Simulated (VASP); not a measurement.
# ReP2 (P4/mmm) in VASP: notebook

Runs on ReP2. Level: PBE. Tasks: single point, relaxation of cell and atoms.

Program: VASP 6.6.1. These are calculated values, not measurements. Logs are shortened: lines on timing, memory, paths and dates and some standing lists are left out, and cuts for length are marked.

**1. The cell of the first run**

It takes space group P4/mmm (No. 123, tetragonal). Conventional cell: a = 2.980 Å, b = 2.980 Å, c = 5.458 Å, α = 90.00°, β = 90.00°, γ = 90.00°. Re (site symmetry 4/mmm) has 8 P at 2.52 Å and 4 Re at 2.98 Å within 3.3 Å. P (site symmetry 4mm) has 4 Re at 2.52 Å and 6 P at 2.68 to 2.98 Å within 3.3 Å.

The cell was built from a structure type or drawn by symmetry, and may not be a known phase.

**2. Single point, PBE**

Input file INCAR:

```
SYSTEM = ReP2
  PREC = Accurate
  ENCUT = 520
  EDIFF = 1E-6
  ISMEAR = 0
  SIGMA = 0.1
  LREAL = .FALSE.
  LASPH = .TRUE.
  NELM = 60
  ALGO = Normal
  ISIF = 2
  LWAVE = .FALSE.
  LCHARG = .TRUE.
  GGA = PE
  LELF = .TRUE.
  LVHAR = .TRUE.
  NBANDS = 16
```

Input file KPOINTS:

```
regular mesh
0
G
  6 6 4
  0 0 0
```

Input file POSCAR:

```
ReP2
1.0
    2.9799339483      0.0000000000      0.0000000000
    0.0000000000      2.9799339483      0.0000000000
    0.0000000000      0.0000000000      5.4584596369
Re P
1 2
Direct
    0.0000000000      0.0000000000      0.0000000000
    0.5000000000      0.5000000000      0.7456482460
    0.5000000000      0.5000000000      0.2543517540
```

Potentials or basis: VASP PAW PBE potentials, release 64 (Re, P).

Run with:

```sh
$ cat potpaw_PBE.64/Re/POTCAR potpaw_PBE.64/P/POTCAR > POTCAR
$ mpirun -np 1 vasp_std > vasp.out
```

OUTCAR:

```text
SYSTEM = ReP2
   PREC = Accurate
   ENCUT = 520
   EDIFF = 1E-6
   ISMEAR = 0
   LREAL = .FALSE.
   LASPH = .TRUE.
   NELM = 60
   ISIF = 2
   GGA = PE

 ion  position               nearest neighbor table
   1  0.000  0.000  0.000-   2 2.52   3 2.52   2 2.52   3 2.52   2 2.52   3 2.52   2 2.52   3 2.52

   2  0.500  0.500  0.746-   1 2.52   1 2.52   1 2.52   1 2.52   3 2.68   3 2.78
   3  0.500  0.500  0.254-   1 2.52   1 2.52   1 2.52   1 2.52   2 2.68   2 2.78

  LATTYP: Found a simple tetragonal cell.
 ALAT       =     2.9799339483
 C/A-ratio  =     1.8317384652

  Lattice vectors:

 A1 = (   2.9799339483,   0.0000000000,   0.0000000000)
 A2 = (   0.0000000000,   2.9799339483,   0.0000000000)
 A3 = (   0.0000000000,   0.0000000000,   5.4584596369)

Analysis of symmetry for initial positions (statically):
=====================================================================
 Subroutine PRICEL returns:
 Original cell was already a primitive cell.

 Routine SETGRP: Setting up the symmetry group for a
 simple tetragonal supercell.

 Subroutine GETGRP returns: Found 16 space group operations
 (whereof 16 operations were pure point group operations)
 out of a pool of 16 trial point group operations.

The static configuration has the point symmetry D_4h.

Analysis of symmetry for dynamics (positions and initial velocities):
=====================================================================
 Subroutine PRICEL returns:
 Original cell was already a primitive cell.

 Routine SETGRP: Setting up the symmetry group for a
 simple tetragonal supercell.

 Subroutine GETGRP returns: Found 16 space group operations
 (whereof 16 operations were pure point group operations)
 out of a pool of 16 trial point group operations.

The dynamic configuration has the point symmetry D_4h.

 Subroutine INISYM returns: Found 16 space group operations
 (whereof 16 operations are pure point group operations),
 and found     1 'primitive' translations

----------------------------------------------------------------------------------------

                                     Primitive cell

  volume of cell :      48.4712

  direct lattice vectors                    reciprocal lattice vectors
     2.979933948  0.000000000  0.000000000     0.335577908  0.000000000  0.000000000
[... 86 lines left out ...]
   ENCUT  =  520.0 eV  38.22 Ry    6.18 a.u.   5.54  5.54 10.15*2*pi/ulx,y,z
   NELM   =     60;   NELMIN=  2; NELMDL= -5     # of ELM steps
   EDIFF  = 0.1E-05   stopping-criterion for ELM
   LREAL  =      F    real-space projection
   EDIFFG = 0.1E-04   stopping-criterion for IOM
   NSW    =      0    number of steps for IOM
   IBRION =     -1    ionic relax: 0-MD 1-quasi-New 2-CG
   NFREE  =      0    steps in history (QN), initial steepest desc. (CG)
   ISIF   =      2    stress and relaxation
   ISYM   =      2    0-nonsym 1-usesym 2-fastsym
   POTIM  = 0.5000    time-step for ionic-motion
   TEBEG  =    0.0;   TEEND  =   0.0 temperature during run
   PSTRESS=    0.0 pullay stress
   NELECT =      17.0000    total number of electrons
   NUPDOWN=      -1.0000    fix difference up-down
   EMIN   =  10.00;   EMAX   =-10.00  energy-range for DOS
   EFERMI =   0.00;   METHOD = LEGACY
   ISMEAR =     0;   SIGMA  =   0.10  broadening in eV -4-tet -1-fermi 0-gaus
   EFERMI_NEDOS =   21; number of points for ismear=-14 and -15
   IALGO  =     38    algorithm
   IMIX   =      4    mixing-type and parameters
     AMIX     =   0.40;   BMIX     =  1.00
     AMIX_MAG =   1.60;   BMIX_MAG =  1.00
  volume/ion in A,a.u.               =      16.16       109.03
  Fermi-wavevector in a.u.,A,eV,Ry     =   1.154507  2.181702 18.135030  1.332887
  Thomas-Fermi vector in A             =   2.291143
   LORBIT       =      0    0 simple, 1 ext, 2 COOP (PROOUT), +10 PAW based schemes
   GGA     = PE    functional components
   LHFCALC =     F    Hartree Fock is set to
   AEXX    =    0.0000 exact exchange contribution
   IVDW    =     0    specifies the selected vdW correction
   LEPSILON=     F    determine dielectric tensor
   LRPA    =     F    only Hartree local field effects (RPA)
 non-spin polarized calculation
 Gauss-broadening in eV      SIGMA  =   0.10
  energy-cutoff  :      520.00
  volume of cell :       48.47
 maximum number of plane-waves:      1328
 NGX is ok and might be reduce to    24
   NGX = 11   NGY = 11   NGZ = 21

 number of electron      17.0000000 magnetization

 Free energy of the ion-electron system (eV)
  ---------------------------------------------------
  ext. energy  EPLUGINS =         0.00000000
  ---------------------------------------------------
  free energy    TOTEN  =       -23.08602070 eV

  energy without entropy =      -23.07903570  energy(sigma->0) =      -23.08252820

 E-fermi :   7.8340     XC(G=0): -11.4136

 val. band max:        7.7664408795   @ k =   0.1667   0.0000   0.2500
 cond. band min:       7.8788041075   @ k =   0.3333   0.1667   0.0000
 fundamental gap:      0.1123632280
 Fermi energy:         7.8340095067

 k-point     1 :       0.0000    0.0000    0.0000
  band No.  band energies     occupation
      1      -6.8434      2.00000
      2      -2.8975      2.00000
      3      -0.1647      2.00000
      4       3.0601      2.00000
      5       5.6116      2.00000
      6       5.6116      2.00000
[... 433 lines left out ...]
      3      -0.2404      2.00000
      4       2.4534      2.00000
      5       4.1624      2.00000
      6       4.3581      2.00000
[... 8 lines left out ...]
     15      15.5088      0.00000
     16      15.5497      0.00000

 [... further k-points ...]

------------------------ aborting loop because EDIFF is reached ----------------------------------------

  FORCE on cell =-STRESS in cart. coord.  units (eV):
  Direction    XX          YY          ZZ          XY          YZ          ZX
  --------------------------------------------------------------------------------------
  -------------------------------------------------------------------------------------
  Total        0.1089373      0.1089373      0.1891241      0.0000000     -0.0000000     -0.0000000
  in kB        3.6008385      3.6008385      6.2513551      0.0000000     -0.0000000     -0.0000000
  external PRESSURE =       4.4843440 kB  Pullay stress =       0.0000000 kB

 VOLUME and BASIS-vectors are now :
 -----------------------------------------------------------------------------
  energy-cutoff  :      520.00
  volume of cell :       48.47
      direct lattice vectors                 reciprocal lattice vectors
     2.979933948  0.000000000  0.000000000     0.335577908  0.000000000  0.000000000
     0.000000000  2.979933948  0.000000000     0.000000000  0.335577908  0.000000000
     0.000000000  0.000000000  5.458459637     0.000000000  0.000000000  0.183201868

 POSITION                                       TOTAL-FORCE (eV/Angst)
 -----------------------------------------------------------------------------------
      0.00000      0.00000      0.00000         0.000000      0.000000      0.000000
      1.48997      1.48997      4.07009         0.000000      0.000000     -0.021634
      1.48997      1.48997      1.38837         0.000000     -0.000000      0.021634
 -----------------------------------------------------------------------------------
    total drift:                               -0.000000     -0.000000     -0.000000

  FREE ENERGIE OF THE ION-ELECTRON SYSTEM (eV)
  ---------------------------------------------------
  free  energy   TOTEN  =       -23.0860206958 eV

  energy  without entropy=      -23.0790357010  energy(sigma->0) =      -23.08252820
```

OSZICAR:

```text
N       E                     dE             d eps       ncg     rms          rms(c)
DAV:   1     0.478412579413E+02    0.47841E+02   -0.72303E+03  1448   0.102E+03
DAV:   2    -0.214772889719E+02   -0.69319E+02   -0.63223E+02  1544   0.230E+02
DAV:   3    -0.240824152558E+02   -0.26051E+01   -0.25496E+01  1544   0.454E+01
DAV:   4    -0.241099198542E+02   -0.27505E-01   -0.27455E-01  1248   0.356E+00
DAV:   5    -0.241107436655E+02   -0.82381E-03   -0.82352E-03  1496   0.644E-01    0.344E+01
DAV:   6    -0.233765647606E+02    0.73418E+00   -0.25909E+00  1656   0.443E+01    0.982E+00
DAV:   7    -0.232337571969E+02    0.14281E+00   -0.10872E+00  1600   0.280E+01    0.993E+00
DAV:   8    -0.230871229608E+02    0.14663E+00   -0.18614E-01  1648   0.140E+01    0.942E-01
DAV:   9    -0.230860894458E+02    0.10335E-02   -0.24431E-02  1616   0.177E+00    0.231E-01
DAV:  10    -0.230859430546E+02    0.14639E-03   -0.21512E-03  1376   0.684E-01    0.804E-02
DAV:  11    -0.230859948403E+02   -0.51786E-04   -0.10287E-04  1560   0.716E-02    0.436E-02
DAV:  12    -0.230860186791E+02   -0.23839E-04   -0.21567E-05  1176   0.311E-02    0.666E-03
DAV:  13    -0.230860206554E+02   -0.19763E-05   -0.21018E-06  1352   0.104E-02    0.286E-03
DAV:  14    -0.230860206958E+02   -0.40358E-07   -0.22528E-07   888   0.585E-03
   1 F= -.23086021E+02 E0= -.23082528E+02  d E =-.698499E-02
```

stdout:

```text
POSCAR found type information on POSCAR ReP
 POSCAR found :  2 types and       3 ions
 scaLAPACK will be used
 LDA part: xc-table for (Slater+PW92), standard interpolation
 POSCAR, INCAR and KPOINTS ok, starting setup
 FFT: planning ... GRIDC
 FFT: planning ... GRID_SOFT
 FFT: planning ... GRID
 WAVECAR not read
 entering main loop
```

It took 35 s on 1 thread of Intel Xeon 8259CL, shared host; peak memory 0.17 GiB.

Results:

```yaml
Free_energy: -23.0860 eV
Pressure: 0.4 GPa
Largest_force: 0.022 eV/Å
Band_gap_on_the_k_mesh: zero (an odd number of electrons rules out a gap without spin polarisation)
```

Forces on the atoms (eV/Å):
```
Re   0.000  0.000  0.000
P    0.000  0.000 -0.022
P    0.000  0.000  0.022
```

Caveat: spin-orbit coupling is left out, which moves the levels of the heavy elements.

**3. Single point, PBE**

This run uses another cell than the first one, of 16.68 Å³/atom.

Input file INCAR:

```
SYSTEM = ReP2
PREC = Accurate ; ENCUT = 520
EDIFF = 1E-6 ; ISMEAR = 0
SIGMA = 0.1 ; LREAL = .FALSE.
LASPH = .TRUE. ; NELM = 100
ALGO = Normal ; ISIF = 2
LWAVE = .FALSE. ; LCHARG = .FALSE.
GGA = PE ; NBANDS = 16
```

KPOINTS is that of step 2.

Input file POSCAR:

```
ReP2
1.0
    2.9723298100      0.0000000000      0.0000000000
    0.0000000000      2.9723298100      0.0000000000
    0.0000000000      0.0000000000      5.6629441700
Re P
1 2
Direct
    0.0000000000      0.0000000000      0.0000000000
    0.5000000000      0.5000000000      0.7286017500
    0.5000000000      0.5000000000      0.2713982500
```

Potentials or basis: VASP PAW PBE potentials, release 64 (Re, P).

Run with:

```sh
$ cat potpaw_PBE.64/Re/POTCAR potpaw_PBE.64/P/POTCAR > POTCAR
$ mpirun -np 1 vasp_std > vasp.out
```

Run time: 49 s. Hardware: 1 thread of Intel Xeon 8259CL, shared host; peak memory 0.17 GiB.

Results (log left out):

```yaml
Free_energy: -22.7766 eV
Pressure: -9.0 GPa
Largest_force: 2.176 eV/Å
Band_gap_on_the_k_mesh: zero (an odd number of electrons rules out a gap without spin polarisation)
```

Forces in eV/Å, atoms in the order of the input:
```
Re   0.000  0.000  0.000
P    0.000  0.000  2.176
P    0.000  0.000 -2.176
```

Stress tensor (GPa, compression positive):
```
 -5.62   0.00   0.00
  0.00  -5.62   0.00
  0.00   0.00 -15.78
```

Levels at points of the mesh, in eV from the Fermi level:
```
           k point  band 4  band 5  band 6  band 7  band 8  band 9  band 10  band 11  band 12  band 13
(0.00, 0.00, 0.00)   -4.13   -1.70   -1.70   -1.47    0.86    0.92     0.92     2.26     5.76     5.76
(0.50, 0.00, 0.00)   -4.90   -4.16   -3.19   -2.45   -0.15   -0.04     1.91     3.47     3.73     4.41
(0.50, 0.50, 0.00)   -5.72   -5.43   -4.60   -4.60   -1.77    2.78     3.75     3.75     3.75     3.75
(0.00, 0.00, 0.50)   -4.12   -3.48   -1.88   -1.88    0.87    1.55     1.71     1.71     4.31     4.31
(0.50, 0.00, 0.50)   -5.56   -4.21   -2.56   -2.40   -0.69   -0.17     2.54     2.69     4.00     5.09
(0.50, 0.50, 0.50)   -6.15   -3.74   -3.74   -1.53   -1.40   -0.81     1.27     1.27     2.50     2.78
```

Caveat: the cell stands under tension; spin-orbit coupling is left out, which moves the levels of the heavy elements; forces of over 1 eV/Å act on the atoms, so gaps and moduli don't describe the material at rest.

**4. Relaxation of cell and atoms, PBE**

This run uses another cell than the first one, of 16.68 Å³/atom.

Input file INCAR:

```
SYSTEM = ReP2
  PREC = Accurate
  ENCUT = 600
  EDIFF = 1E-6
  ISMEAR = 0
  SIGMA = 0.1
  LREAL = .False.
  LASPH = .True.
  NELM = 100
  ALGO = Normal
  ISIF = 3
  LWAVE = .False.
  LCHARG = .False.
  GGA = PE
  IBRION = 2
  NSW = 90
  EDIFFG = -0.04
```

Input file KPOINTS:

```
Automatic mesh
0
Gamma
  6 6 4
  0 0 0
```

POSCAR is that of step 3.

Run with:

```sh
$ cat potpaw_PBE.64/Re/POTCAR potpaw_PBE.64/P/POTCAR > POTCAR
$ mpirun -np 1 vasp_std > vasp.out
```

It took 4.8 min on 1 thread of Intel Xeon 8259CL, shared host; peak memory 0.19 GiB.

It converged, with:

```
Free energy                           : -23.0877 eV
Relaxed volume                        : 16.24 Å³/atom
Relaxed cell                          : a = 2.980 Å, b = 2.980 Å, c = 5.484 Å, α = 90.00°, β = 90.00°, γ = 90.00°
Space group after relaxing (to 0.1 Å) : P4/mmm (No. 123)
Energy gained by relaxing             : 103.4 meV/atom
Ionic steps                           : 15
Pressure after relaxing               : 0.2 GPa
Largest force after relaxing          : 0.008 eV/Å
Band gap on the k mesh                : zero (an odd number of electrons rules out a gap without spin polarisation)
```

Forces on the atoms (eV/Å):
```
Re   0.000  0.000  0.000
P    0.000  0.000 -0.008
P    0.000  0.000  0.008
```

The path:
| step | energy change (eV) | largest force (eV/Å) | pressure (GPa) | volume (Å³) |
| --- | --- | --- | --- | --- |
| 1 | 0.0000 | 2.1754 | -8.97 | 50.03 |
| 2 | 0.0653 | 1.8085 | 25.50 | 43.53 |
| 3 | -0.2463 | 0.6052 | 3.84 | 46.76 |
| 4 | -0.2470 | 0.5207 | 4.59 | 46.62 |
| 5 | -0.2981 | 0.0661 | -0.53 | 48.36 |
| 6 | -0.3034 | 0.0476 | 0.59 | 47.95 |
| 7 | -0.3035 | 0.0595 | 0.69 | 47.91 |
| 8 | -0.3062 | 0.1479 | -0.42 | 48.32 |
| 9 | -0.3064 | 0.1861 | -0.89 | 48.49 |
| 10 | -0.3078 | 0.1597 | -0.69 | 48.53 |
| 11 | -0.3092 | 0.1187 | -0.35 | 48.59 |
| 12 | -0.3092 | 0.0587 | 0.43 | 48.70 |
| 13 | -0.3096 | 0.0840 | 0.07 | 48.65 |
| 14 | -0.3099 | 0.0493 | 0.10 | 48.67 |
| 15 | -0.3101 | 0.0075 | 0.17 | 48.71 |

Final structure:
```
Re P
1.0
     2.98010    0.00000    0.00000
     0.00000    2.98010    0.00000
     0.00000    0.00000    5.48435
Re P
1 2
Direct
  0.00000 0.00000 0.00000
  0.50000 0.50000 0.74645
  0.50000 0.50000 0.25355
```

Levels at points of the mesh, in eV from the Fermi level:
```
           k point  band 5  band 6  band 7  band 8  band 9  band 10  band 11  band 12
(0.00, 0.00, 0.00)   -2.20   -2.20   -1.01    0.21    0.58     0.58     2.79     6.17
(0.50, 0.00, 0.00)   -4.10   -3.48   -3.31   -0.57    0.28     2.10     3.25     3.86
(0.50, 0.50, 0.00)   -5.10   -4.84   -4.84   -1.84    2.39     3.86     3.86     4.20
(0.00, 0.00, 0.50)   -2.68   -2.34   -2.34    0.21    1.11     1.11     1.94     4.93
(0.50, 0.00, 0.50)   -3.61   -3.44   -2.65   -1.16   -0.59     2.33     2.54     4.46
(0.50, 0.50, 0.50)   -4.22   -4.22   -1.46   -1.40   -0.02     2.07     2.07     2.39
```

Caveat: spin-orbit coupling is left out, which moves the levels of the heavy elements.

**5. Summary**

| task | cell | cutoff (eV) | gap on the mesh (eV) | pressure (GPa) | largest force (eV/Å) |
| --- | --- | --- | --- | --- | --- |
| single point | a = 2.980, b = 2.980, c = 5.458 Å, 3 atoms, atomic positions A | 520 | none | 0.4 | 0.02 |
| single point | a = 2.972, b = 2.972, c = 5.663 Å, 3 atoms, atomic positions B | 520 | none | -9.0 | 2.18 |
| relaxation of cell and atoms | relaxed from a = 2.972, b = 2.972, c = 5.663 Å, 3 atoms, atomic positions B | 600 | none | 0.2 | 0.01 |

Alike in all rows: level PBE; potentials or basis VASP PAW PBE potentials, release 64 (Re, P); no spin polarisation; k mesh 6 × 6 × 4; smearing gaussian 0.1 eV.

Caveats: spin-orbit coupling is left out, which moves the levels of the heavy elements; the cell stands under tension (at least some runs); forces of over 1 eV/Å act on the atoms, so gaps and moduli don't describe the material at rest (at least some runs).

Absolute energies hang on the potentials; compare differences alone.
